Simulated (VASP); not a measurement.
# Cd2Se5 (I4/m) in VASP: further runs

The runs below take Cd2Se5 through single point, relaxation of cell and atoms, with PBE.

All numbers are computed with VASP 6.6.1; they aren't measurements. Logs are shortened: lines on timing, memory, paths and dates and some standing lists are left out, and cuts for length are marked.

## 1. The cell of the first run

Symmetry: I4/m, No. 87, tetragonal system. Conventional cell: a = 7.417 Å, b = 7.417 Å, c = 7.038 Å, α = 90.00°, β = 90.00°, γ = 90.00°. Within 3.7 Å of Cd (site symmetry -4) lie 8 Se at 2.71 to 3.64 Å and 2 Cd at 3.52 Å. Se (site symmetry m) has 1 Se at 2.60 Å and 2 Cd at 2.71 Å within 3.4 Å. Within 3.4 Å of Se (site symmetry 4/m) lie 4 Se at 2.60 Å.

## 2. Single point, PBE

The input, INCAR:

```
  PREC = Accurate
  ENCUT = 520
  EDIFF = 1E-6
  ISMEAR = 0
  SIGMA = 0.1
  LREAL = False
  LASPH = True
  NELM = 80
  ALGO = Normal
  ISIF = 2
  LWAVE = False
  LCHARG = False
  GGA = PE
  NBANDS = 36
```

The input, KPOINTS:

```
Automatic mesh
0
Gamma
  6 6 6
```

The input, POSCAR:

```
Cd2Se5
1.0
   -3.7085020486      3.7085020486      3.5189853762
    3.7085020486     -3.7085020486      3.5189853762
    3.7085020486      3.7085020486     -3.5189853762
Cd Se
2 5
Direct
    0.7500000000      0.2500000000      0.5000000000
    0.2500000000      0.7500000000      0.5000000000
    0.7050200519      0.1886042684      0.8936243203
    0.8113957316      0.7050200519      0.5164157835
    0.1886042684      0.2949799481      0.4835842165
    0.2949799481      0.8113957316      0.1063756797
    0.0000000000      0.0000000000      0.0000000000
```

Potentials or basis: VASP PAW PBE potentials, release 64 (Cd, Se).

Started as:

```sh
cat potpaw_PBE.64/Cd/POTCAR potpaw_PBE.64/Se/POTCAR > POTCAR
mpirun -np 1 vasp_std > vasp.out
```

OUTCAR:

```text
PREC = Accurate
   ENCUT = 520
   EDIFF = 1E-6
   ISMEAR = 0
   LREAL = False
   LASPH = True
   NELM = 80
   ISIF = 2
   GGA = PE

 ion  position               nearest neighbor table
   1  0.750  0.250  0.500-   3 2.71   4 2.71   5 2.71   6 2.71   2 3.52   2 3.52
   2  0.250  0.750  0.500-   3 2.71   4 2.71   5 2.71   6 2.71   1 3.52   1 3.52
   3  0.705  0.189  0.894-   7 2.60   2 2.71   1 2.71
   4  0.811  0.705  0.516-   7 2.60   2 2.71   1 2.71
   5  0.189  0.295  0.484-   7 2.60   2 2.71   1 2.71
   6  0.295  0.811  0.106-   7 2.60   2 2.71   1 2.71
   7  0.000  0.000  0.000-   3 2.60   6 2.60   5 2.60   4 2.60

  LATTYP: Found a body centered tetragonal cell.
 ALAT       =     7.4170040972
 C/A-ratio  =     0.9488967055

  Lattice vectors:

 A1 = (  -3.7085020486,   3.7085020486,   3.5189853762)
 A2 = (   3.7085020486,  -3.7085020486,   3.5189853762)
 A3 = (   3.7085020486,   3.7085020486,  -3.5189853762)

Analysis of symmetry for initial positions (statically):
=====================================================================
 Subroutine PRICEL returns:
 Original cell was already a primitive cell.

 Routine SETGRP: Setting up the symmetry group for a
 body centered tetragonal supercell.

 Subroutine GETGRP returns: Found  8 space group operations
 (whereof  8 operations were pure point group operations)
 out of a pool of 16 trial point group operations.

The static configuration has the point symmetry C_4h.

Analysis of symmetry for dynamics (positions and initial velocities):
=====================================================================
 Subroutine PRICEL returns:
 Original cell was already a primitive cell.

 Routine SETGRP: Setting up the symmetry group for a
 body centered tetragonal supercell.

 Subroutine GETGRP returns: Found  8 space group operations
 (whereof  8 operations were pure point group operations)
 out of a pool of 16 trial point group operations.

The dynamic configuration has the point symmetry C_4h.

 Subroutine INISYM returns: Found  8 space group operations
 (whereof  8 operations are pure point group operations),
 and found     1 'primitive' translations

----------------------------------------------------------------------------------------

                                     Primitive cell

  volume of cell :     193.5862
[... 95 lines left out ...]
   LSORBIT =      F    spin-orbit coupling
   LASPH  =      T    aspherical Exc in radial PAW
   ENCUT  =  520.0 eV  38.22 Ry    6.18 a.u.  11.74 11.74 11.74*2*pi/ulx,y,z
   NELM   =     80;   NELMIN=  2; NELMDL= -5     # of ELM steps
   EDIFF  = 0.1E-05   stopping-criterion for ELM
   LREAL  =      F    real-space projection
   EDIFFG = 0.1E-04   stopping-criterion for IOM
   NSW    =      0    number of steps for IOM
   IBRION =     -1    ionic relax: 0-MD 1-quasi-New 2-CG
   NFREE  =      0    steps in history (QN), initial steepest desc. (CG)
   ISIF   =      2    stress and relaxation
   ISYM   =      2    0-nonsym 1-usesym 2-fastsym
   POTIM  = 0.5000    time-step for ionic-motion
   TEBEG  =    0.0;   TEEND  =   0.0 temperature during run
   PSTRESS=    0.0 pullay stress
   NELECT =      54.0000    total number of electrons
   NUPDOWN=      -1.0000    fix difference up-down
   EMIN   =  10.00;   EMAX   =-10.00  energy-range for DOS
   EFERMI =   0.00;   METHOD = LEGACY
   ISMEAR =     0;   SIGMA  =   0.10  broadening in eV -4-tet -1-fermi 0-gaus
   EFERMI_NEDOS =   21; number of points for ismear=-14 and -15
   IALGO  =     38    algorithm
   IMIX   =      4    mixing-type and parameters
     AMIX     =   0.40;   BMIX     =  1.00
     AMIX_MAG =   1.60;   BMIX_MAG =  1.00
  volume/ion in A,a.u.               =      27.66       186.63
  Fermi-wavevector in a.u.,A,eV,Ry     =   1.069665  2.021374 15.567567  1.144184
  Thomas-Fermi vector in A             =   2.205352
   LORBIT       =      0    0 simple, 1 ext, 2 COOP (PROOUT), +10 PAW based schemes
   GGA     = PE    functional components
   LHFCALC =     F    Hartree Fock is set to
   AEXX    =    0.0000 exact exchange contribution
   IVDW    =     0    specifies the selected vdW correction
   LEPSILON=     F    determine dielectric tensor
   LRPA    =     F    only Hartree local field effects (RPA)
 non-spin polarized calculation
 Gauss-broadening in eV      SIGMA  =   0.10
  energy-cutoff  :      520.00
  volume of cell :      193.59
 maximum number of plane-waves:      5250
   NGX = 23   NGY = 23   NGZ = 23

 number of electron      54.0000004 magnetization

 Free energy of the ion-electron system (eV)
  ---------------------------------------------------
  ext. energy  EPLUGINS =         0.00000000
  ---------------------------------------------------
  free energy    TOTEN  =       -19.45789355 eV

  energy without entropy =      -19.42111609  energy(sigma->0) =      -19.43950482

 E-fermi :   1.3022     XC(G=0):  -8.9663

 val. band max:        1.2947362844   @ k =  -0.1667   0.1667   0.0000
 cond. band min:       1.3062766599   @ k =   0.1667   0.1667  -0.0000
 fundamental gap:      0.0115403755
 Fermi energy:         1.3022240287

 k-point     1 :       0.0000    0.0000    0.0000
  band No.  band energies     occupation
      1     -12.8143      2.00000
      2     -10.5930      2.00000
      3     -10.5930      2.00000
      4     -10.4744      2.00000
      5      -9.6877      2.00000
      6      -6.4549      2.00000
[... 925 lines left out ...]
     35       7.7246      0.00000
     36       7.8717      0.00000

 [... further k-points ...]
[... 5 lines left out ...]
  --------------------------------------------------------------------------------------
  -------------------------------------------------------------------------------------
  Total        0.2009284      0.2009284      0.2588259      0.0000001     -0.0000000      0.0000000
  in kB        1.6629429      1.6629429      2.1421203      0.0000009     -0.0000000      0.0000000
  external PRESSURE =       1.8226687 kB  Pullay stress =       0.0000000 kB

 VOLUME and BASIS-vectors are now :
 -----------------------------------------------------------------------------
  energy-cutoff  :      520.00
  volume of cell :      193.59
      direct lattice vectors                 reciprocal lattice vectors
    -3.708502049  3.708502049  3.518985376     0.000000000  0.134825327  0.142086410
     3.708502049 -3.708502049  3.518985376     0.134825327  0.000000000  0.142086410
     3.708502049  3.708502049 -3.518985376     0.134825327  0.134825327  0.000000000

 POSITION                                       TOTAL-FORCE (eV/Angst)
 -----------------------------------------------------------------------------------
     -0.00000      3.70850      1.75949        -0.000000     -0.000000      0.000000
      3.70850     -0.00000      1.75949        -0.000000     -0.000000      0.000000
      1.39888      5.22914      0.00000         0.025459      0.023010      0.000000
      1.52063      2.30962      3.51899         0.023010     -0.025459      0.000000
      2.18787      1.39888     -0.00000        -0.023010      0.025459     -0.000000
      2.30962     -1.52063      3.51899        -0.025459     -0.023010     -0.000000
      0.00000      0.00000      0.00000        -0.000000     -0.000000      0.000000
 -----------------------------------------------------------------------------------
    total drift:                                0.000000      0.000000     -0.000000

  FREE ENERGIE OF THE ION-ELECTRON SYSTEM (eV)
  ---------------------------------------------------
  free  energy   TOTEN  =       -19.4578935480 eV

  energy  without entropy=      -19.4211160889  energy(sigma->0) =      -19.43950482
```

OSZICAR:

```text
N       E                     dE             d eps       ncg     rms          rms(c)
DAV:   1     0.339926794865E+03    0.33993E+03   -0.24432E+04  2592   0.132E+03
DAV:   2     0.314803327780E+01   -0.33678E+03   -0.32860E+03  3004   0.293E+02
DAV:   3    -0.198916250140E+02   -0.23040E+02   -0.22736E+02  3212   0.741E+01
DAV:   4    -0.201784355273E+02   -0.28681E+00   -0.28579E+00  2940   0.814E+00
DAV:   5    -0.201813422966E+02   -0.29068E-02   -0.29060E-02  3040   0.807E-01    0.984E+00
DAV:   6    -0.195191466002E+02    0.66220E+00   -0.23220E+00  3192   0.980E+00    0.719E+00
DAV:   7    -0.194626228599E+02    0.56524E-01   -0.39526E-01  2928   0.319E+00    0.435E+00
DAV:   8    -0.194593269205E+02    0.32959E-02   -0.68303E-02  2920   0.153E+00    0.394E-01
DAV:   9    -0.194577938690E+02    0.15331E-02   -0.61130E-03  2864   0.365E-01    0.178E-01
DAV:  10    -0.194578217323E+02   -0.27863E-04   -0.19600E-03  2852   0.176E-01    0.891E-02
DAV:  11    -0.194578811512E+02   -0.59419E-04   -0.20355E-04  2936   0.889E-02    0.327E-02
DAV:  12    -0.194578913928E+02   -0.10242E-04   -0.16596E-05  3072   0.316E-02    0.128E-02
DAV:  13    -0.194578935376E+02   -0.21448E-05   -0.45713E-06  2816   0.121E-02    0.319E-03
DAV:  14    -0.194578935480E+02   -0.10432E-07   -0.56798E-07  1612   0.412E-03
   1 F= -.19457894E+02 E0= -.19439505E+02  d E =-.367775E-01
```

stdout:

```text
POSCAR found type information on POSCAR CdSe
 POSCAR found :  2 types and       7 ions
 scaLAPACK will be used
 LDA part: xc-table for (Slater+PW92), standard interpolation
 POSCAR, INCAR and KPOINTS ok, starting setup
 FFT: planning ... GRIDC
 FFT: planning ... GRID_SOFT
 FFT: planning ... GRID
 WAVECAR not read
 entering main loop
```

Wall time 5.3 min (1 thread of Intel Xeon Platinum 8375C at 2.90GHz (Ice Lake), shared host); peak memory 0.44 GiB.

Results:

| Item | Value |
| --- | --- |
| Free energy | -19.4579 eV |
| Pressure | 0.2 GPa |
| Largest force | 0.034 eV/Å |
| Band gap on the k mesh | zero (bands 27 and 28 overlap by 0.50 eV) |

Forces in eV/Å, atoms in the order of the input:
```
Cd   0.000  0.000  0.000
Cd   0.000  0.000  0.000
Se   0.025  0.023  0.000
Se   0.023 -0.025  0.000
Se  -0.023  0.025  0.000
Se  -0.025 -0.023  0.000
Se   0.000  0.000  0.000
```

Caveat: semilocal functionals underestimate gaps, so a narrow gap can read as zero.

## 3. Relaxation of cell and atoms, PBE

This run uses another cell than the first one, of 25.91 Å³/atom.

The input, INCAR:

```
SYSTEM = Cd2Se5
ALGO = Normal ; EDIFF = 1E-6
EDIFFG = -0.08 ; ENCUT = 600
GGA = PE ; IBRION = 2
ISIF = 3 ; ISMEAR = 0
LASPH = .True. ; LCHARG = .False.
LREAL = .False. ; LWAVE = .False.
NELM = 80 ; NSW = 36
PREC = Accurate ; SIGMA = 0.2
```

The input, KPOINTS:

```
k-points
0
Gamma
  4 4 4
  0 0 0
```

The input, POSCAR:

```
Cd2Se5
1.0
   -3.8000000000      3.8000000000      3.1400000000
    3.8000000000     -3.8000000000      3.1400000000
    3.8000000000      3.8000000000     -3.1400000000
Cd Se
2 5
Direct
    0.7500000000      0.2500000000      0.5000000000
    0.2500000000      0.7500000000      0.5000000000
    0.7050000000      0.1870000000      0.8920000000
    0.8130000000      0.7050000000      0.5180000000
    0.1870000000      0.2950000000      0.4820000000
    0.2950000000      0.8130000000      0.1080000000
    0.0000000000      0.0000000000      0.0000000000
```

Potentials or basis: VASP PAW PBE potentials, release 64 (Cd, Se).

Started as:

```sh
cat potpaw_PBE.64/Cd/POTCAR potpaw_PBE.64/Se/POTCAR > POTCAR
mpirun -np 1 vasp_std > vasp.out
```

It took 25 min on 1 thread of Intel Xeon Platinum 8375C at 2.90GHz (Ice Lake), shared host; peak memory 0.42 GiB.

It converged, with:

| Item | Value |
| --- | --- |
| Free energy | -19.5029 eV |
| Relaxed volume | 28.02 Å³/atom |
| Relaxed cell | a = 6.345 Å, b = 6.345 Å, c = 6.345 Å, α = 107.87°, β = 107.87°, γ = 112.72° |
| Space group after relaxing (to 0.1 Å) | I4/m (No. 87) |
| Energy gained by relaxing | 42.8 meV/atom |
| Ionic steps | 14 |
| Pressure after relaxing | 0.3 GPa |
| Largest force after relaxing | 0.078 eV/Å |
| Band gap on the k mesh | zero (bands 27 and 28 overlap by 0.54 eV) |

Forces in eV/Å, atoms in the order of the input:
```
Cd   0.000  0.000  0.000
Cd   0.000  0.000  0.000
Se   0.060 -0.051  0.000
Se  -0.051 -0.060  0.000
Se   0.051  0.060  0.000
Se  -0.060  0.051  0.000
Se   0.000  0.000  0.000
```

The path:
| step | energy change (eV) | largest force (eV/Å) | pressure (GPa) | volume (Å³) |
| --- | --- | --- | --- | --- |
| 1 | 0.0000 | 0.7734 | 3.29 | 181.37 |
| 2 | -0.1967 | 0.3541 | -1.02 | 195.67 |
| 3 | -0.1978 | 0.3581 | -0.76 | 194.59 |
| 4 | -0.2519 | 0.1451 | -0.26 | 193.31 |
| 5 | -0.2668 | 0.0883 | 0.25 | 192.17 |
| 6 | -0.2714 | 0.1091 | 0.04 | 193.38 |
| 7 | -0.2756 | 0.1749 | -0.53 | 196.84 |
| 8 | -0.2773 | 0.1739 | -0.51 | 196.96 |
| 9 | -0.2820 | 0.1728 | -0.45 | 197.32 |
| 10 | -0.2878 | 0.1814 | -0.32 | 198.00 |
| 11 | -0.2839 | 0.2593 | -0.03 | 199.22 |
| 12 | -0.2888 | 0.1966 | -0.24 | 198.37 |
| 13 | -0.2936 | 0.1608 | -0.12 | 197.81 |
| 14 | -0.2999 | 0.0784 | 0.26 | 196.14 |

Final structure:
```yaml
crystal:
  lattice:
    - [-3.73505, 3.73505, 3.51496]
    - [3.73505, -3.73505, 3.51496]
    - [3.73505, 3.73505, -3.51496]
  atoms:
    - { symbol: Cd, position: [0.75000, 0.25000, 0.50000] }
    - { symbol: Cd, position: [0.25000, 0.75000, 0.50000] }
    - { symbol: Se, position: [0.70695, 0.18405, 0.89100] }
    - { symbol: Se, position: [0.81595, 0.70695, 0.52289] }
    - { symbol: Se, position: [0.18405, 0.29305, 0.47711] }
    - { symbol: Se, position: [0.29305, 0.81595, 0.10900] }
    - { symbol: Se, position: [0.00000, 0.00000, 0.00000] }
```

Levels at points of the mesh, in eV from the Fermi level:
| k point | band 24 | band 25 | band 26 | band 27 | band 28 | band 29 | band 30 | band 31 |
| --- | --- | --- | --- | --- | --- | --- | --- | --- |
| (0.00, 0.00, 0.00) | -0.86 | -0.86 | -0.59 | -0.29 | 0.55 | 2.42 | 2.94 | 2.94 |
| (0.50, 0.00, 0.00) | -0.61 | -0.51 | -0.38 | -0.34 | -0.16 | 2.64 | 3.25 | 3.45 |
| (0.50, 0.50, 0.00) | -0.94 | -0.46 | -0.37 | 0.25 | 0.31 | 2.85 | 3.10 | 3.45 |
| (0.50, 0.50, 0.50) | -0.43 | -0.29 | -0.29 | -0.28 | -0.28 | 2.64 | 2.64 | 4.36 |

Caveat: semilocal functionals underestimate gaps, so a narrow gap can read as zero; the relaxation stopped at a loose force limit of 0.08 eV/Å, so its end isn't a converged minimum.
